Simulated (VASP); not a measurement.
# Bi (P6_3/mmc) in VASP: a series of runs

Runs on Bi. Level: PBEsol. Tasks: single point.

Program: VASP 6.6.1. These are calculated values, not measurements. Logs are shortened: lines on timing, memory, paths and dates and some standing lists are left out, and cuts for length are marked.

## (1) The cell of the first run

The structure is hexagonal, space group P6_3/mmc (No. 194). Conventional cell: a = 4.446 Å, b = 4.446 Å, c = 11.588 Å, α = 90.00°, β = 90.00°, γ = 120.00°. Bi (site symmetry -6m2) has 6 Bi at 4.45 Å within 5.8 Å.

This isn't the form of Bi at room conditions, which is rhombohedral.

## (2) Single point, PBEsol (99.20 Å³/atom)

The input, INCAR:

```
  PREC = Accurate
  ENCUT = 520
  EDIFF = 1E-6
  ISMEAR = -1
  SIGMA = 0.03
  LREAL = F
  LASPH = T
  NELM = 100
  ALGO = Normal
  ISIF = 2
  LWAVE = F
  LCHARG = T
  GGA = PS
  LELF = T
  LVHAR = T
  NBANDS = 22
```

The input, KPOINTS:

```
regular mesh
0
Gamma
  9 9 3
```

The input, POSCAR:

```
Bi
1.0
    4.4463416410      0.0000000000      0.0000000000
   -2.2231708206      3.8506448151      0.0000000000
    0.0000000000      0.0000000000     11.5875240800
Bi
2
Direct
    0.3333333333      0.6666666667      0.2500000000
    0.6666666667      0.3333333333      0.7500000000
```

Potentials or basis: VASP PAW PBE potentials, release 64 (Bi_d).

Command:

```
cat potpaw_PBE.64/Bi_d/POTCAR > POTCAR
mpirun -np 1 vasp_std > vasp.out
```

OUTCAR:

```text
PREC = Accurate
   ENCUT = 520
   EDIFF = 1E-6
   ISMEAR = -1
   LREAL = F
   LASPH = T
   NELM = 100
   ISIF = 2
   GGA = PS

 ion  position               nearest neighbor table
   1  0.333  0.667  0.250-
   2  0.667  0.333  0.750-

  LATTYP: Found a hexagonal cell.
 ALAT       =     4.4463416410
 C/A-ratio  =     2.6060804625

  Lattice vectors:

 A1 = (   4.4463416410,   0.0000000000,   0.0000000000)
 A2 = (  -2.2231708206,   3.8506448151,   0.0000000000)
 A3 = (   0.0000000000,   0.0000000000,  11.5875240800)

Analysis of symmetry for initial positions (statically):
=====================================================================
 Subroutine PRICEL returns:
 Original cell was already a primitive cell.

 Routine SETGRP: Setting up the symmetry group for a
 hexagonal supercell.

 Subroutine GETGRP returns: Found 24 space group operations
 (whereof 12 operations were pure point group operations)
 out of a pool of 24 trial point group operations.

The static configuration has the point symmetry D_3d.
 The point group associated with its full space group is D_6h.

Analysis of symmetry for dynamics (positions and initial velocities):
=====================================================================
 Subroutine PRICEL returns:
 Original cell was already a primitive cell.

 Routine SETGRP: Setting up the symmetry group for a
 hexagonal supercell.

 Subroutine GETGRP returns: Found 24 space group operations
 (whereof 12 operations were pure point group operations)
 out of a pool of 24 trial point group operations.

The dynamic configuration has the point symmetry D_3d.
 The point group associated with its full space group is D_6h.

 Subroutine INISYM returns: Found 24 space group operations
 (whereof 12 operations are pure point group operations),
 and found     1 'primitive' translations

----------------------------------------------------------------------------------------

                                     Primitive cell

  volume of cell :     198.3933

  direct lattice vectors                    reciprocal lattice vectors
     4.446341641  0.000000000  0.000000000     0.224903995  0.129848382  0.000000000
    -2.223170821  3.850644815  0.000000000     0.000000000  0.259696765  0.000000000
     0.000000000  0.000000000 11.587524080     0.000000000  0.000000000  0.086299713

  length of vectors
     4.446341641  4.446341641 11.587524080     0.259696765  0.259696765  0.086299713

  position of ions in fractional coordinates (direct lattice)
     0.333333333  0.666666667  0.250000000
     0.666666667  0.333333333  0.750000000

  ion indices of the primitive-cell ions
   primitive index   ion index
                 1           1
                 2           2

----------------------------------------------------------------------------------------

 KPOINTS: regular mesh

Automatic generation of k-mesh.
 Grid dimensions read from file:
 generate k-points for:    9    9    3

 Generating k-lattice:

  Cartesian coordinates                     Fractional coordinates (reciprocal lattice)
     0.024989333  0.014427598  0.000000000     0.111111111  0.000000000  0.000000000
     0.000000000  0.028855196  0.000000000     0.000000000  0.111111111  0.000000000
     0.000000000  0.000000000  0.028766571     0.000000000  0.000000000  0.333333333

  Length of vectors
     0.028855196  0.028855196  0.028766571

  Shift w.r.t. Gamma in fractional coordinates (k-lattice)
     0.000000000  0.000000000  0.000000000

 Subroutine IBZKPT returns following result:
 ===========================================

 Found     24 irreducible k-points:

 Following reciprocal coordinates:
            Coordinates               Weight
  0.000000  0.000000  0.000000      1.000000
  0.111111 -0.000000  0.000000      6.000000
  0.222222 -0.000000  0.000000      6.000000
  0.333333 -0.000000  0.000000      6.000000
  0.444444 -0.000000  0.000000      6.000000
  0.111111  0.111111  0.000000      6.000000
[... 16 lines left out ...]
  0.333333  0.222222  0.333333     24.000000
  0.333333  0.333333  0.333333      4.000000
   k-points           NKPTS =     24   k-points in BZ     NKDIM =     24   number of bands    NBANDS=     22
   number of dos      NEDOS =    301   number of ions     NIONS =      2
   total plane-waves  NPLWV = 116640
   dimension x,y,z NGX =    36 NGY =   36 NGZ =   90
   dimension x,y,z NGXF=    72 NGYF=   72 NGZF=  180
   ions per type =               2
   NGX,Y,Z   is equivalent  to a cutoff of  13.46, 13.46, 12.91 a.u.
   NGXF,Y,Z  is equivalent  to a cutoff of  26.92, 26.92, 25.82 a.u.
 SYSTEM =  unknown system
   PREC   = accura    normal or accurate (medium, high low for compatibility)
   ISTART =      0    job   : 0-new  1-cont  2-samecut
   ICHARG =      2    charge: 1-file 2-atom 10-const
   ISPIN  =      1    spin polarized calculation?
   LNONCOLLINEAR =      F non collinear calculations
   LSORBIT =      F    spin-orbit coupling
   LASPH  =      T    aspherical Exc in radial PAW
   ENCUT  =  520.0 eV  38.22 Ry    6.18 a.u.   8.27  8.27 21.55*2*pi/ulx,y,z
   NELM   =    100;   NELMIN=  2; NELMDL= -5     # of ELM steps
   EDIFF  = 0.1E-05   stopping-criterion for ELM
   LREAL  =      F    real-space projection
   EDIFFG = 0.1E-04   stopping-criterion for IOM
   NSW    =      0    number of steps for IOM
   IBRION =     -1    ionic relax: 0-MD 1-quasi-New 2-CG
   NFREE  =      0    steps in history (QN), initial steepest desc. (CG)
   ISIF   =      2    stress and relaxation
   ISYM   =      2    0-nonsym 1-usesym 2-fastsym
   POTIM  = 0.5000    time-step for ionic-motion
   TEBEG  =    0.0;   TEEND  =   0.0 temperature during run
   PSTRESS=    0.0 pullay stress
   NELECT =      30.0000    total number of electrons
   NUPDOWN=      -1.0000    fix difference up-down
   EMIN   =  10.00;   EMAX   =-10.00  energy-range for DOS
   EFERMI =   0.00;   METHOD = LEGACY
   ISMEAR =    -1;   SIGMA  =   0.03  broadening in eV -4-tet -1-fermi 0-gaus
   EFERMI_NEDOS =   21; number of points for ismear=-14 and -15
   IALGO  =     38    algorithm
   IMIX   =      4    mixing-type and parameters
     AMIX     =   0.40;   BMIX     =  1.00
     AMIX_MAG =   1.60;   BMIX_MAG =  1.00
  volume/ion in A,a.u.               =      99.20       669.41
  Fermi-wavevector in a.u.,A,eV,Ry     =   0.872180  1.648182 10.349931  0.760698
  Thomas-Fermi vector in A             =   1.991393
   LORBIT       =      0    0 simple, 1 ext, 2 COOP (PROOUT), +10 PAW based schemes
   GGA     = PS    functional components
   LHFCALC =     F    Hartree Fock is set to
   AEXX    =    0.0000 exact exchange contribution
   IVDW    =     0    specifies the selected vdW correction
   LEPSILON=     F    determine dielectric tensor
   LRPA    =     F    only Hartree local field effects (RPA)
 non-spin polarized calculation
  energy-cutoff  :      520.00
  volume of cell :      198.39
 maximum number of plane-waves:      5368
 NGX is ok and might be reduce to    36
   NGX = 17   NGY = 17   NGZ = 43

 number of electron      30.0000006 magnetization

 Free energy of the ion-electron system (eV)
  ---------------------------------------------------
  ext. energy  EPLUGINS =         0.00000000
  ---------------------------------------------------
  free energy    TOTEN  =        -3.67356103 eV

  energy without entropy =       -3.65434817  energy(sigma->0) =       -3.66395460

 E-fermi :  -0.9207     XC(G=0):  -5.6305

 val. band max:       -0.9221903506   @ k =   0.3333   0.1111   0.3333
 cond. band min:      -0.9169202753   @ k =   0.3333  -0.0000   0.3333
 fundamental gap:      0.0052700753
 Fermi energy:        -0.9207496237

 k-point     1 :       0.0000    0.0000    0.0000
  band No.  band energies     occupation
      1     -23.6971      2.00000
      2     -23.6970      2.00000
      3     -23.6890      2.00000
      4     -23.6890      2.00000
      5     -23.6889      2.00000
      6     -23.6889      2.00000
[... 14 lines left out ...]
     21       4.8728      0.00000
     22       5.1037      0.00000

 k-point     2 :       0.1111   -0.0000    0.0000
  band No.  band energies     occupation
      1     -23.6965      2.00000
      2     -23.6964      2.00000
      3     -23.6893      2.00000
      4     -23.6893      2.00000
      5     -23.6891      2.00000
      6     -23.6890      2.00000
[... 14 lines left out ...]
     21       5.0531      0.00000
     22       5.3368      0.00000

 k-point     3 :       0.2222   -0.0000    0.0000
  band No.  band energies     occupation
      1     -23.6952      2.00000
      2     -23.6952      2.00000
      3     -23.6903      2.00000
      4     -23.6903      2.00000
      5     -23.6893      2.00000
      6     -23.6893      2.00000
[... 14 lines left out ...]
     21       4.9989      0.00000
     22       5.5175      0.00000

 k-point     4 :       0.3333   -0.0000    0.0000
  band No.  band energies     occupation
      1     -23.6940      2.00000
      2     -23.6940      2.00000
      3     -23.6914      2.00000
      4     -23.6913      2.00000
      5     -23.6896      2.00000
      6     -23.6895      2.00000
[... 14 lines left out ...]
     21       4.6531      0.00000
     22       5.1492      0.00000

 k-point     5 :       0.4444   -0.0000    0.0000
  band No.  band energies     occupation
      1     -23.6933      2.00000
      2     -23.6933      2.00000
      3     -23.6920      2.00000
      4     -23.6920      2.00000
      5     -23.6898      2.00000
      6     -23.6897      2.00000
[... 417 lines left out ...]
 k-point    22 :       0.2222    0.2222    0.3333
  band No.  band energies     occupation
      1     -23.6929      2.00000
      2     -23.6929      2.00000
      3     -23.6914      2.00000
      4     -23.6914      2.00000
      5     -23.6901      2.00000
      6     -23.6901      2.00000
[... 14 lines left out ...]
     21       5.6292      0.00000
     22       5.9435      0.00000

 k-point    23 :       0.3333    0.2222    0.3333
  band No.  band energies     occupation
      1     -23.6921      2.00000
      2     -23.6921      2.00000
      3     -23.6917      2.00000
      4     -23.6917      2.00000
      5     -23.6905      2.00000
      6     -23.6905      2.00000
[... 14 lines left out ...]
     21       5.2638      0.00000
     22       5.7040      0.00000

 k-point    24 :       0.3333    0.3333    0.3333
  band No.  band energies     occupation
      1     -23.6916      2.00000
      2     -23.6916      2.00000
      3     -23.6912      2.00000
      4     -23.6912      2.00000
      5     -23.6912      2.00000
      6     -23.6912      2.00000
[... 14 lines left out ...]
     21       4.6536      0.00000
     22       5.1810      0.00000

------------------------ aborting loop because EDIFF is reached ----------------------------------------

  FORCE on cell =-STRESS in cart. coord.  units (eV):
  Direction    XX          YY          ZZ          XY          YZ          ZX
  --------------------------------------------------------------------------------------
  -------------------------------------------------------------------------------------
  Total       -6.9965851     -6.9965851     -0.6194754      0.0000000      0.0000000      0.0000000
  in kB      -56.5027727    -56.5027727     -5.0027376      0.0000000      0.0000000      0.0000000
  external PRESSURE =     -39.3360944 kB  Pullay stress =       0.0000000 kB

 VOLUME and BASIS-vectors are now :
 -----------------------------------------------------------------------------
  energy-cutoff  :      520.00
  volume of cell :      198.39
      direct lattice vectors                 reciprocal lattice vectors
     4.446341641  0.000000000  0.000000000     0.224903995  0.129848382  0.000000000
    -2.223170821  3.850644815  0.000000000     0.000000000  0.259696765  0.000000000
     0.000000000  0.000000000 11.587524080     0.000000000  0.000000000  0.086299713

 POSITION                                       TOTAL-FORCE (eV/Angst)
 -----------------------------------------------------------------------------------
     -0.00000      2.56710      2.89688         0.000000      0.000000      0.000000
      2.22317      1.28355      8.69064        -0.000000      0.000000      0.000000
 -----------------------------------------------------------------------------------
    total drift:                                0.000000     -0.000000      0.000000

  FREE ENERGIE OF THE ION-ELECTRON SYSTEM (eV)
  ---------------------------------------------------
  free  energy   TOTEN  =        -3.6735610308 eV

  energy  without entropy=       -3.6543481655  energy(sigma->0) =       -3.66395460
```

It took 2.8 min on 1 thread of Intel Xeon 8259CL, shared host; peak memory 0.35 GiB.

Results:

| Item | Value |
| --- | --- |
| Free energy | -3.6736 eV |
| Pressure | -3.9 GPa |
| Band gap on the k mesh | zero (bands 15 and 16 overlap by 2.37 eV) |

Caveat: the stress differs along the axes, from -6 to -1 GPa; the PAW data sets were made with another functional, which shifts forces and pressure a little; spin-orbit coupling is left out, which moves the levels of the heavy elements.

## (3) Single point, PBEsol (100.25 Å³/atom)

This run uses another cell than the first one.

The input, INCAR:

```
SYSTEM = Bi
PREC = Accurate
ENCUT = 520
EDIFF = 1E-7
ISMEAR = -1
SIGMA = 0.03
LREAL = .False.
LASPH = .True.
NELM = 60
ALGO = Normal
ISIF = 2
LWAVE = .False.
LCHARG = .False.
GGA = PS
NBANDS = 22
```

The input, KPOINTS:

```
Automatic mesh
0
Gamma
  9 9 3
  0 0 0
```

The input, POSCAR:

```
Bi
1.0
    4.4620532262      0.0000000000      0.0000000000
   -2.2310266131      3.8642514470      0.0000000000
    0.0000000000      0.0000000000     11.6284697350
Bi
2
Direct
    0.3333333333      0.6666666667      0.2500000000
    0.6666666667      0.3333333333      0.7500000000
```

Potentials or basis: VASP PAW PBE potentials, release 64 (Bi_d).

Command:

```
cat potpaw_PBE.64/Bi_d/POTCAR > POTCAR
mpirun -np 1 vasp_std > vasp.out
```

Wall time 2.7 min (1 thread of Intel Xeon 8259CL, shared host); peak memory 0.35 GiB.

The run converged. Its results:

| Quantity | Value |
| --- | --- |
| Free energy | -3.6225 eV |
| Pressure | -3.9 GPa |
| Band gap on the k mesh | zero (bands 15 and 16 overlap by 2.33 eV) |

Stress tensor (GPa, compression positive):
```
-5.57  0.00  0.00
 0.00 -5.57  0.00
 0.00  0.00 -0.48
```

Levels at points of the mesh, in eV from the Fermi level:
```csv
k point,band 12,band 13,band 14,band 15,band 16,band 17,band 18,band 19
"(0.00, 0.00, 0.00)",-10.36,-0.92,-0.36,1.56,1.56,1.58,1.58,3.02
```

Caveat: the stress differs along the axes, from -6 to -0 GPa; the PAW data sets were made with another functional, which shifts forces and pressure a little; spin-orbit coupling is left out, which moves the levels of the heavy elements.

## (4) Single point, PBEsol (102.89 Å³/atom)

This run uses another cell than the first one.

The input, INCAR:

```
ALGO = Normal ; EDIFF = 1E-6
ENCUT = 520 ; GGA = PS
ISIF = 2 ; ISMEAR = -1
LASPH = True ; LCHARG = True
LELF = True ; LREAL = False
LVHAR = True ; LWAVE = False
NBANDS = 22 ; NELM = 60
PREC = Accurate ; SIGMA = 0.03
```

The input, KPOINTS:

```
k-points
0
Gamma
  9 9 3
```

The input, POSCAR:

```
Bi
1.0
    4.5008556366      0.0000000000      0.0000000000
   -2.2504278184      3.8978553202      0.0000000000
    0.0000000000      0.0000000000     11.7295919388
Bi
2
Direct
    0.3333333333      0.6666666667      0.2500000000
    0.6666666667      0.3333333333      0.7500000000
```

Potentials or basis: VASP PAW PBE potentials, release 64 (Bi_d).

Command:

```
cat potpaw_PBE.64/Bi_d/POTCAR > POTCAR
mpirun -np 1 vasp_std > vasp.out
```

OUTCAR:

```text
EDIFF = 1E-6
   ENCUT = 520
   GGA = PS
   ISIF = 2
   ISMEAR = -1
   LASPH = True
   LREAL = False
   NELM = 60
   PREC = Accurate

 ion  position               nearest neighbor table
   1  0.333  0.667  0.250-
   2  0.667  0.333  0.750-

  LATTYP: Found a hexagonal cell.
 ALAT       =     4.5008556366
 C/A-ratio  =     2.6060804624

  Lattice vectors:

[... 783 lines left out ...]
     21       4.5072      0.00000
     22       5.0215      0.00000

------------------------ aborting loop because EDIFF is reached ----------------------------------------

  FORCE on cell =-STRESS in cart. coord.  units (eV):
  Direction    XX          YY          ZZ          XY          YZ          ZX
  --------------------------------------------------------------------------------------
  -------------------------------------------------------------------------------------
  Total       -6.8684358     -6.8684358     -0.5655067      0.0000000      0.0000000      0.0000000
  in kB      -53.4767154    -53.4767154     -4.4029592      0.0000000      0.0000000      0.0000000
  external PRESSURE =     -37.1187967 kB  Pullay stress =       0.0000000 kB

 VOLUME and BASIS-vectors are now :
 -----------------------------------------------------------------------------
  energy-cutoff  :      520.00
  volume of cell :      205.78
      direct lattice vectors                 reciprocal lattice vectors
     4.500855637  0.000000000  0.000000000     0.222179977  0.128275669  0.000000000
    -2.250427818  3.897855320  0.000000000     0.000000000  0.256551339  0.000000000
     0.000000000  0.000000000 11.729591939     0.000000000  0.000000000  0.085254458

 POSITION                                       TOTAL-FORCE (eV/Angst)
 -----------------------------------------------------------------------------------
     -0.00000      2.59857      2.93240         0.000000      0.000000      0.000000
      2.25043      1.29929      8.79719        -0.000000      0.000000      0.000000
 -----------------------------------------------------------------------------------
    total drift:                                0.000000     -0.000000      0.000000

  FREE ENERGIE OF THE ION-ELECTRON SYSTEM (eV)
  ---------------------------------------------------
  free  energy   TOTEN  =        -3.4984527281 eV

  energy  without entropy=       -3.4780666931  energy(sigma->0) =       -3.48825971
```

stdout:

```text
POSCAR found type information on POSCAR Bi
 POSCAR found :  1 types and       2 ions
 scaLAPACK will be used
 -----------------------------------------------------------------------------
|                                                                             |
|                                                                             |
|     You enforced a specific xc type in the INCAR file but a different       |
|     I HOPE YOU KNOW WHAT YOU ARE DOING!                                     |
|                                                                             |
 -----------------------------------------------------------------------------

 LDA part: xc-table for (Slater+PW92), standard interpolation
 POSCAR, INCAR and KPOINTS ok, starting setup
 FFT: planning ... GRIDC
 FFT: planning ... GRID_SOFT
 FFT: planning ... GRID
 WAVECAR not read
 entering main loop
```

Run time: 2.4 min. Hardware: 1 thread of Intel Xeon 8259CL, shared host; peak memory 0.36 GiB.

Results:

| Item | Value |
| --- | --- |
| Free energy | -3.4985 eV |
| Pressure | -3.7 GPa |
| Band gap on the k mesh | zero (bands 15 and 16 overlap by 2.23 eV) |

Caveat: the cell stands under tension; the PAW data sets were made with another functional, which shifts forces and pressure a little; spin-orbit coupling is left out, which moves the levels of the heavy elements.

## (5) Single point, PBEsol (103.42 Å³/atom)

This run uses another cell than the first one.

The input, INCAR:

```
PREC = Accurate
ENCUT = 520
EDIFF = 1E-6
ISMEAR = -1
SIGMA = 0.03
LREAL = False
LASPH = True
NELM = 100
ALGO = Normal
ISIF = 2
LWAVE = False
LCHARG = False
GGA = PS
NBANDS = 22
```

The input, KPOINTS:

```
regular mesh
0
Gamma
  9 9 3
```

The input, POSCAR:

```
Bi
1.0
    4.5085362925      0.0000000000      0.0000000000
   -2.2542681463      3.9045069633      0.0000000000
    0.0000000000      0.0000000000     11.7496083461
Bi
2
Direct
    0.3333333333      0.6666666667      0.2500000000
    0.6666666667      0.3333333333      0.7500000000
```

Command:

```
cat potpaw_PBE.64/Bi_d/POTCAR > POTCAR
mpirun -np 1 vasp_std > vasp.out
```

It took 2.3 min on 1 thread of Intel Xeon 8259CL, shared host; peak memory 0.36 GiB.

Results (log left out):

- Free energy: -3.4743 eV
- Pressure: -3.7 GPa
- Band gap on the k mesh: zero (bands 15 and 16 overlap by 2.21 eV)

Stress tensor (GPa, compression positive):
```
-5.31  0.00  0.00
 0.00 -5.31  0.00
 0.00  0.00 -0.43
```

Levels at points of the mesh, in eV from the Fermi level:
```
           k point  band 12  band 13  band 14  band 15  band 16  band 17  band 18  band 19
(0.00, 0.00, 0.00)   -10.34    -0.87    -0.35     1.48     1.48     1.49     1.49     3.02
```

Caveat: the cell stands under tension; the PAW data sets were made with another functional, which shifts forces and pressure a little; spin-orbit coupling is left out, which moves the levels of the heavy elements.

(Continued in part 2 of 2.)

The gap in the log of VASP goes by the Fermi energy; the results here count the filled bands.